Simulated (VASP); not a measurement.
Runs of VASP 6.6.1 on MgH2. The structure is that of space group Fm-3m (No. 225), or close to it. The cells are those of the table. 

| task | cell | gap on the mesh (eV) | pressure (GPa) |
| --- | --- | --- | --- |
| single point | a = 3.303 Å, angles 60.0°, 3 atoms | none | -0.7 |
| single point | a = 3.008 Å, angles 60.0°, 3 atoms | none | 29.6 |
| single point | a = 3.078 Å, angles 60.0°, 3 atoms | none | 19.5 |
| single point | a = 3.170 Å, angles 60.0°, 3 atoms | none | (a) |
| relaxation of cell and atoms | relaxed to 20 GPa from a = 3.366 Å, angles 60.0°, 3 atoms | none | 20.1 |
| relaxation of cell and atoms | relaxed to 30 GPa from a = 3.366 Å, angles 60.0°, 3 atoms | none | 30.2 |
| relaxation of cell and atoms | relaxed from a = 3.366 Å, angles 60.0°, 3 atoms | none | -0.2 |
| relaxation of cell and atoms | relaxed to 10 GPa from a = 3.366 Å, angles 60.0°, 3 atoms | none | 10.1 |

Alike in all rows: level LDA; potentials or basis VASP PAW LDA potentials, release 64 (Mg, H); no spin polarisation; k mesh 8 × 8 × 8; cutoff (eV) 600; smearing fermi-dirac 0.01 eV.

Q: Fill in the values left out.

A: (a) 9.4.

Caveats: the cell stands under pressure (at least some runs); the cell is relaxed towards a set pressure, so the run minimises the enthalpy, not the energy (at least some runs).

A gap of «none» marks levels without a gap at the run's occupations.
